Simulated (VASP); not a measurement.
# HC10 in VASP: further runs

The runs below take HC10 through single point, with PBE.

Everything below comes from runs of VASP 6.6.1. Logs are shortened: lines on timing, memory, paths and dates and some standing lists are left out, and cuts for length are marked.

### Step 1. The cell of the first run

The cell holds a wire or tube with vacuum around it, 22 atoms: a = 8.544 Å, b = 8.872 Å, c = 22.779 Å, α = 90.00°, β = 90.00°, γ = 103.93°.

### Step 2. Single point, PBE

INCAR reads:

```
SYSTEM = HC10
PREC = Accurate ; ENCUT = 520
EDIFF = 1E-6 ; ISMEAR = 0
SIGMA = 0.1 ; LREAL = Auto
LASPH = .True. ; NELM = 60
ALGO = Normal ; ISIF = 2
LWAVE = .False. ; LCHARG = .True.
LDIPOL = .True. ; IDIPOL = 3
DIPOL = 0.5 0.5 0.294 ; GGA = PE
LELF = .True. ; LVHAR = .True.
LVACPOTAV = .True. ; NBANDS = 58
```

KPOINTS reads:

```
regular mesh
0
Gamma
  4 3 1
  0 0 0
```

POSCAR reads:

```
HC10
1.0
    8.5436715410      0.0000000000      0.0000000000
   -2.1359178852      8.6110540228      0.0000000000
    0.0000000000      0.0000000000     22.7788015587
C H
20 2
Direct
    0.0782061927      0.9794914374      0.1756018634
    0.5782061927      0.9794914374      0.1756018634
    0.4115395260      0.9794914374      0.1756018634
    0.9115395260      0.9794914374      0.1756018634
    0.3230790520      0.9589828748      0.2291807119
    0.8230790520      0.9589828748      0.2291807119
    0.1564123854      0.9589828748      0.2291807119
    0.6564123854      0.9589828748      0.2291807119
    0.0669021191      0.9383827998      0.2826780623
    0.5669021191      0.9383827998      0.2826780623
    0.4022889535      0.9383826011      0.2826780666
    0.9022889535      0.9383826011      0.2826780666
    0.3111130358      0.9176686260      0.3364248459
    0.8111130358      0.9176686260      0.3364248459
    0.1477209834      0.9176686383      0.3364247639
    0.6477209834      0.9176686383      0.3364247639
    0.0473696299      0.8987954532      0.3853929922
    0.5473696299      0.8987954532      0.3853929922
    0.4020260968      0.8987947219      0.3853934781
    0.9020260968      0.8987947219      0.3853934781
    0.2146917898      0.2321282990      0.4191963509
    0.3529227592      0.2321282990      0.4191963509
```

Potentials or basis: VASP PAW PBE potentials, release 64 (C, H).

Run with:

```sh
$ cat potpaw_PBE.64/C/POTCAR potpaw_PBE.64/H/POTCAR > POTCAR
$ mpirun -np 1 vasp_std > vasp.out
```

OUTCAR:

```text
SYSTEM = HC10
   PREC = Accurate
   ENCUT = 520
   EDIFF = 1E-6
   ISMEAR = 0
   LREAL = Auto
   LASPH = .True.
   NELM = 60
   ISIF = 2
   GGA = PE

 ion  position               nearest neighbor table
   1  0.078  0.979  0.176-   7 1.42   4 1.42
   2  0.578  0.979  0.176-   8 1.42   3 1.42
   3  0.412  0.979  0.176-   5 1.42   2 1.42
   4  0.912  0.979  0.176-   6 1.42   1 1.42
   5  0.323  0.959  0.229-   7 1.42   3 1.42  11 1.43
   6  0.823  0.959  0.229-   8 1.42   4 1.42  12 1.43
   7  0.156  0.959  0.229-   5 1.42   1 1.42   9 1.43
   8  0.656  0.959  0.229-   6 1.42   2 1.42  10 1.43
   9  0.067  0.938  0.283-  12 1.41   7 1.43  15 1.44
  10  0.567  0.938  0.283-  11 1.41   8 1.43  16 1.44
  11  0.402  0.938  0.283-  10 1.41   5 1.43  13 1.44
  12  0.902  0.938  0.283-   9 1.41   6 1.43  14 1.44
  13  0.311  0.918  0.336-  19 1.39  15 1.40  11 1.44
  14  0.811  0.918  0.336-  20 1.39  16 1.40  12 1.44
  15  0.148  0.918  0.336-  17 1.39  13 1.40   9 1.44
  16  0.648  0.918  0.336-  18 1.39  14 1.40  10 1.44
  17  0.047  0.899  0.385-  20 1.24  15 1.39
  18  0.547  0.899  0.385-  19 1.24  16 1.39
  19  0.402  0.899  0.385-  18 1.24  13 1.39
  20  0.902  0.899  0.385-  17 1.24  14 1.39
  21  0.215  0.232  0.419-
  22  0.353  0.232  0.419-

  LATTYP: Found a simple monoclinic cell.
 ALAT       =     8.5436715410
 B/A-ratio  =     2.6661607307
 C/A-ratio  =     1.0384295168
 COS(beta)  =    -0.2407481644

  Lattice vectors:

 A1 = (   8.5436715410,   0.0000000000,   0.0000000000)
 A2 = (   0.0000000000,   0.0000000000, -22.7788015587)
 A3 = (  -2.1359178852,   8.6110540228,   0.0000000000)

Analysis of symmetry for initial positions (statically):
=====================================================================
 Subroutine PRICEL returns:
 Original cell was already a primitive cell.

 Routine SETGRP: Setting up the symmetry group for a
 simple monoclinic supercell.

 Subroutine GETGRP returns: Found  1 space group operations
 (whereof  1 operations were pure point group operations)
 out of a pool of  4 trial point group operations.

The static configuration has the point symmetry C_1 .

Analysis of symmetry for dynamics (positions and initial velocities):
=====================================================================
 Subroutine PRICEL returns:
 Original cell was already a primitive cell.

 Routine SETGRP: Setting up the symmetry group for a
 simple monoclinic supercell.

 Subroutine GETGRP returns: Found  1 space group operations
 (whereof  1 operations were pure point group operations)
 out of a pool of  4 trial point group operations.

The dynamic configuration has the point symmetry C_1 .

 Subroutine INISYM returns: Found  1 space group operations
 (whereof  1 operations are pure point group operations),
 and found     1 'primitive' translations

----------------------------------------------------------------------------------------

                                     Primitive cell

  volume of cell :    1675.8368

  direct lattice vectors                    reciprocal lattice vectors
     8.543671541  0.000000000  0.000000000     0.117045698  0.029032451  0.000000000
    -2.135917885  8.611054023  0.000000000     0.000000000  0.116129802  0.000000000
     0.000000000  0.000000000 22.778801559     0.000000000  0.000000000  0.043900466

  length of vectors
     8.543671541  8.872000710 22.778801559     0.120592614  0.116129802  0.043900466

  position of ions in fractional coordinates (direct lattice)
     0.078206193  0.979491437  0.175601863
     0.578206193  0.979491437  0.175601863
     0.411539526  0.979491437  0.175601863
     0.911539526  0.979491437  0.175601863
     0.323079052  0.958982875  0.229180712
     0.823079052  0.958982875  0.229180712
[... 14 lines left out ...]
     0.214691790  0.232128299  0.419196351
     0.352922759  0.232128299  0.419196351

  ion indices of the primitive-cell ions
   primitive index   ion index
                 1           1
                 2           2
                 3           3
                 4           4
                 5           5
                 6           6
[... 14 lines left out ...]
                21          21
                22          22

----------------------------------------------------------------------------------------

 KPOINTS: regular mesh

Automatic generation of k-mesh.
 Grid dimensions read from file:
 generate k-points for:    4    3    1

 Generating k-lattice:

  Cartesian coordinates                     Fractional coordinates (reciprocal lattice)
     0.029261425  0.007258113  0.000000000     0.250000000 -0.000000000  0.000000000
     0.000000000  0.038709934  0.000000000     0.000000000  0.333333333  0.000000000
     0.000000000  0.000000000  0.043900466     0.000000000  0.000000000  1.000000000

  Length of vectors
     0.030148154  0.038709934  0.043900466

  Shift w.r.t. Gamma in fractional coordinates (k-lattice)
     0.000000000  0.000000000  0.000000000

 Subroutine IBZKPT returns following result:
 ===========================================

 Found      7 irreducible k-points:

 Following reciprocal coordinates:
            Coordinates               Weight
  0.000000  0.000000  0.000000      1.000000
  0.250000  0.000000  0.000000      2.000000
  0.500000  0.000000  0.000000      1.000000
  0.000000  0.333333  0.000000      2.000000
  0.250000  0.333333  0.000000      2.000000
  0.500000  0.333333  0.000000      2.000000
 -0.250000  0.333333  0.000000      2.000000
   k-points           NKPTS =      7   k-points in BZ     NKDIM =      7   number of bands    NBANDS=     58
   number of dos      NEDOS =    301   number of ions     NIONS =     22
   total plane-waves  NPLWV = 806400
   dimension x,y,z NGX =    64 NGY =   70 NGZ =  180
   dimension x,y,z NGXF=   128 NGYF=  140 NGZF=  360
   ions per type =              20   2
   NGX,Y,Z   is equivalent  to a cutoff of  12.45, 13.12, 13.14 a.u.
   NGXF,Y,Z  is equivalent  to a cutoff of  24.91, 26.23, 26.27 a.u.
 SYSTEM =  HC10
   PREC   = accura    normal or accurate (medium, high low for compatibility)
   ISTART =      0    job   : 0-new  1-cont  2-samecut
   ICHARG =      2    charge: 1-file 2-atom 10-const
   ISPIN  =      1    spin polarized calculation?
   LNONCOLLINEAR =      F non collinear calculations
   LSORBIT =      F    spin-orbit coupling
   LASPH  =      T    aspherical Exc in radial PAW
   ENCUT  =  520.0 eV  38.22 Ry    6.18 a.u.  15.89 16.50 42.35*2*pi/ulx,y,z
   NELM   =     60;   NELMIN=  2; NELMDL= -5     # of ELM steps
   EDIFF  = 0.1E-05   stopping-criterion for ELM
   LREAL  =      T    real-space projection
   EDIFFG = 0.1E-04   stopping-criterion for IOM
   NSW    =      0    number of steps for IOM
   IBRION =     -1    ionic relax: 0-MD 1-quasi-New 2-CG
   NFREE  =      0    steps in history (QN), initial steepest desc. (CG)
   ISIF   =      2    stress and relaxation
   ISYM   =      2    0-nonsym 1-usesym 2-fastsym
   POTIM  = 0.5000    time-step for ionic-motion
   TEBEG  =    0.0;   TEEND  =   0.0 temperature during run
   PSTRESS=    0.0 pullay stress
   NELECT =      82.0000    total number of electrons
   NUPDOWN=      -1.0000    fix difference up-down
   EMIN   =  10.00;   EMAX   =-10.00  energy-range for DOS
   EFERMI =   0.00;   METHOD = LEGACY
   ISMEAR =     0;   SIGMA  =   0.10  broadening in eV -4-tet -1-fermi 0-gaus
   EFERMI_NEDOS =   21; number of points for ismear=-14 and -15
   IALGO  =     38    algorithm
   IMIX   =      4    mixing-type and parameters
     AMIX     =   0.40;   BMIX     =  1.00
     AMIX_MAG =   1.60;   BMIX_MAG =  1.00
  volume/ion in A,a.u.               =      76.17       514.05
  Fermi-wavevector in a.u.,A,eV,Ry     =   0.598782  1.131534  4.878234  0.358540
  Thomas-Fermi vector in A             =   1.650017
   LORBIT       =      0    0 simple, 1 ext, 2 COOP (PROOUT), +10 PAW based schemes
   GGA     = PE    functional components
   LHFCALC =     F    Hartree Fock is set to
   AEXX    =    0.0000 exact exchange contribution
   IVDW    =     0    specifies the selected vdW correction
   LEPSILON=     F    determine dielectric tensor
   LRPA    =     F    only Hartree local field effects (RPA)
 non-spin polarized calculation
 Gauss-broadening in eV      SIGMA  =   0.10
  energy-cutoff  :      520.00
  volume of cell :     1675.84
 maximum number of plane-waves:     45188
   NGX = 31   NGY = 33   NGZ = 85

 dipolmoment           0.000000      0.000000      0.041574 electrons x Angstroem

 number of electron      82.0000000 magnetization

 dipolmoment           0.000000      0.000000     -0.268494 electrons x Angstroem

 Free energy of the ion-electron system (eV)
  ---------------------------------------------------
  ext. energy  EPLUGINS =         0.00000000
  ---------------------------------------------------
  free energy    TOTEN  =      -170.62607273 eV

  energy without entropy =     -170.61880829  energy(sigma->0) =     -170.62244051

 E-fermi :  -4.7030     XC(G=0):  -1.8980

 val. band max:       -4.8237156605   @ k =   0.0000   0.0000   0.0000
 cond. band min:      -4.5614705899   @ k =  -0.2500   0.3333   0.0000
 fundamental gap:      0.2622450707
 Fermi energy:        -4.7029721630

 k-point     1 :       0.0000    0.0000    0.0000
  band No.  band energies     occupation
      1     -23.1519      2.00000
      2     -21.8620      2.00000
      3     -21.5888      2.00000
      4     -21.3384      2.00000
      5     -20.1623      2.00000
      6     -19.7386      2.00000
[... 45 lines left out ...]
     52      -0.1834      0.00000
     53       0.4623      0.00000

 k-point     2 :       0.2500    0.0000    0.0000
  band No.  band energies     occupation
      1     -23.0622      2.00000
      2     -22.3548      2.00000
      3     -21.2547      2.00000
      4     -20.9676      2.00000
      5     -20.5247      2.00000
      6     -19.2085      2.00000
[... 45 lines left out ...]
     52      -0.0026      0.00000
     53       0.6246      0.00000
[... 222 lines left out ...]
     52      -0.5827      0.00000
     53       0.5117      0.00000

 k-point     7 :      -0.2500    0.3333    0.0000
  band No.  band energies     occupation
      1     -23.0622      2.00000
      2     -22.3547      2.00000
      3     -21.2547      2.00000
      4     -20.9676      2.00000
      5     -20.5247      2.00000
      6     -19.2084      2.00000
[... 45 lines left out ...]
     52       0.1664      0.00000
     53       0.7342      0.00000
 [bands above 53 left out]

------------------------ aborting loop because EDIFF is reached ----------------------------------------

  FORCE on cell =-STRESS in cart. coord.  units (eV):
  Direction    XX          YY          ZZ          XY          YZ          ZX
  --------------------------------------------------------------------------------------
  -------------------------------------------------------------------------------------
  Total       -8.0962365     -0.1488520     -5.0498149      0.0282320      0.7697104      0.0276058
  in kB       -7.7403757     -0.1423094     -4.8278560      0.0269911      0.7358786      0.0263924
  external PRESSURE =      -4.2368471 kB  Pullay stress =       0.0000000 kB

 VOLUME and BASIS-vectors are now :
 -----------------------------------------------------------------------------
  energy-cutoff  :      520.00
  volume of cell :     1675.84
      direct lattice vectors                 reciprocal lattice vectors
     8.543671541  0.000000000  0.000000000     0.117045698  0.029032451  0.000000000
    -2.135917885  8.611054023  0.000000000     0.000000000  0.116129802  0.000000000
     0.000000000  0.000000000 22.778801559     0.000000000  0.000000000  0.043900466

 POSITION                                       TOTAL-FORCE (eV/Angst)
 -----------------------------------------------------------------------------------
     -1.42395      8.43445      4.00000        -6.818535     -0.159065      1.121941
      2.84789      8.43445      4.00000        -6.817724     -0.159191      1.121559
      1.42395      8.43445      4.00000         6.818028     -0.161319      1.122665
      5.69578      8.43445      4.00000         6.816755     -0.160963      1.122561
      0.71197      8.25785      5.22046        -0.452649      0.166422     -1.156713
      4.98381      8.25785      5.22046        -0.449312      0.166650     -1.158847
[... 14 lines left out ...]
      1.33845      1.99887      9.54879         4.658371      0.011285      0.008548
      2.51945      1.99887      9.54879        -4.645640      0.019163      0.008635
 -----------------------------------------------------------------------------------
    total drift:                               -0.026038     -0.001203      0.048185

  FREE ENERGIE OF THE ION-ELECTRON SYSTEM (eV)
  ---------------------------------------------------
  free  energy   TOTEN  =      -170.6260727279 eV

  energy  without entropy=     -170.6188082870  energy(sigma->0) =     -170.62244051

 vacuum level on the upper side and lower side of the slab         0.795         1.455
```

Wall time 21 min (1 thread of AMD EPYC 9R45 (Zen 5), shared host); peak memory 1.6 GiB.

What came out:

- Free energy: -170.6261 eV
- Largest force: 6.912 eV/Å
- Band gap on the k mesh: 0.26 eV (least direct gap 0.37 eV)

Forces in eV/Å, atoms in the order of the input:
```
C   -6.819 -0.159  1.122
C   -6.818 -0.159  1.122
C    6.818 -0.161  1.123
C    6.817 -0.161  1.123
C   -0.453  0.166 -1.157
C   -0.449  0.167 -1.159
C    0.459  0.165 -1.158
C    0.455  0.165 -1.160
C   -0.007  0.002 -0.004
C   -0.013  0.004 -0.014
C    0.018  0.008 -0.011
C    0.017  0.008 -0.016
C   -0.118 -0.023  0.010
C   -0.083 -0.012  0.010
C    0.101 -0.028  0.008
C    0.075 -0.005  0.014
C   -0.010 -0.001  0.007
C    0.003 -0.003  0.042
C    0.001  0.006  0.028
C   -0.006 -0.008  0.053
H    4.658  0.011  0.009
H   -4.646  0.019  0.009
```

### Step 3. Single point, PBE

INCAR reads:

```
PREC     = Accurate       # precision mode
ENCUT    = 520            # plane-wave cutoff, eV
EDIFF    = 1E-7           # SCF threshold, eV
ISMEAR   = 0              # smearing method
SIGMA    = 0.1            # smearing width, eV
LREAL    = Auto         
LASPH    = T              # aspherical terms in the spheres
NELM     = 100            # most SCF steps
ALGO     = Normal         # electronic algorithm
ISIF     = 2              # what is computed and relaxed
LWAVE    = F              # write WAVECAR
LCHARG   = F              # write CHGCAR
LDIPOL   = T            
IDIPOL   = 3            
DIPOL    = 0.5 0.5 0.298
GGA      = PE             # functional
NBANDS   = 58             # bands
```

KPOINTS reads:

```
Automatic mesh
0
Gamma
  4 3 1
```

Edit POSCAR of step 2 so:

```diff
@@ -28,3 +28,3 @@
     0.9020260968      0.8987947219      0.3853934781
-    0.2146917898      0.2321282990      0.4191963509
-    0.3529227592      0.2321282990      0.4191963509
+    0.1755985266      0.2321282990      0.4613407981
+    0.3920160224      0.2321282990      0.4613407981
```

Potentials or basis: VASP PAW PBE potentials, release 64 (C, H).

Run with:

```sh
$ cat potpaw_PBE.64/C/POTCAR potpaw_PBE.64/H/POTCAR > POTCAR
$ mpirun -np 1 vasp_std > vasp.out
```

Wall time 36 min (1 thread of Intel Xeon Platinum 8488C (Sapphire Rapids), shared host); peak memory 1.6 GiB.

Results (log left out):

- Free energy: -167.9897 eV
- Largest force: 6.911 eV/Å
- Band gap on the k mesh: 0.26 eV (least direct gap 0.37 eV)

Forces in eV/Å, atoms in the order of the input:
```
C   -6.818 -0.157  1.122
C   -6.818 -0.161  1.121
C    6.817 -0.159  1.123
C    6.817 -0.163  1.122
C   -0.452  0.165 -1.157
C   -0.447  0.167 -1.157
C    0.458  0.163 -1.158
C    0.453  0.165 -1.157
C   -0.011  0.003 -0.009
C   -0.012  0.006 -0.016
C    0.019  0.006 -0.012
C    0.017  0.010 -0.017
C   -0.114 -0.009  0.014
C   -0.078 -0.016  0.015
C    0.102 -0.003  0.017
C    0.071 -0.008  0.018
C   -0.005  0.013  0.022
C    0.014  0.000  0.042
C   -0.002  0.014  0.039
C   -0.021 -0.003  0.052
H    2.996 -0.019 -0.013
H   -2.985 -0.014 -0.011
```

Levels at points of the mesh, in eV from the valence-band top:
```tsv
k point	band 38	band 39	band 40	band 41	band 42	band 43	band 44	band 45
(0.00, 0.00, 0.00)	-1.10	-0.83	-0.73	0.00	0.65	0.95	1.06	1.21
(0.50, 0.00, 0.00)	-1.02	-1.02	-1.01	-1.00	0.75	0.75	0.96	1.69
```
